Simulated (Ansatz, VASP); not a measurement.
One calculation of LiCl, two programs

```xyz
16
Lattice="-4.0019 0.0000 6.4818 -4.0019 0.0000 -6.4818 4.0019 -6.9314 0.0000" Properties=species:S:1:pos:R:3 pbc="T T T"
Li   -4.0000   -2.7169   -0.8237
Li   -1.7093   -5.6449    0.4375
Li    0.3307   -2.1409   -0.5779
Li    2.4810   -6.2581   -1.1581
Li   -2.9795   -1.0769    1.8078
Li    0.2343   -4.3166    2.3930
Li   -1.9516   -1.2807   -4.2900
Li   -0.3484   -5.1386   -3.0213
Cl   -3.7388   -1.9170   -3.1586
Cl    1.1794   -6.2149    3.3332
Cl   -4.2166   -2.4626    3.2043
Cl   -2.0833   -5.4055    3.0556
Cl   -5.6280   -0.9139   -0.1564
Cl   -4.1827   -4.7066    0.5259
Cl   -1.9096   -1.5459   -0.3388
Cl    0.5584   -4.3934   -0.2701
```

Alike in both runs: task single point; functional PBE; k mesh 4 × 4 × 4; occupations fermi-dirac, width 0.1551 eV; no spin polarisation.

```csv
,VASP,Ansatz
version,VASP 6.6.1,Ansatz 0.2.0
potentials or method,"VASP PAW PBE potentials, release 64 (Li_sv, Cl), cutoff 520 eV","scalar-relativistic, plane waves, PAW"
valence electrons in the cell,80,80
```

Ansatz gave:

| Quantity | Value |
| --- | --- |
| gap on the k mesh at the Fermi level (eV) | 4.69 |
| least direct gap on the mesh (eV) | 4.69 |
| rms of the force components (eV/Å) | 0.337 |

**Question.** Which values does VASP return?

**Answer.** gap on the k mesh at the Fermi level (eV): 4.70; least direct gap on the mesh (eV): 4.70; rms of the force components (eV/Å): 0.337.

Atom by atom the forces differ by 0.002 eV/Å (rms over components). With one functional, cell and mesh, what is left measures potentials, basis and numerics.

Noted on VASP's run: the cutoff is short for stress, so the pressure is rough.
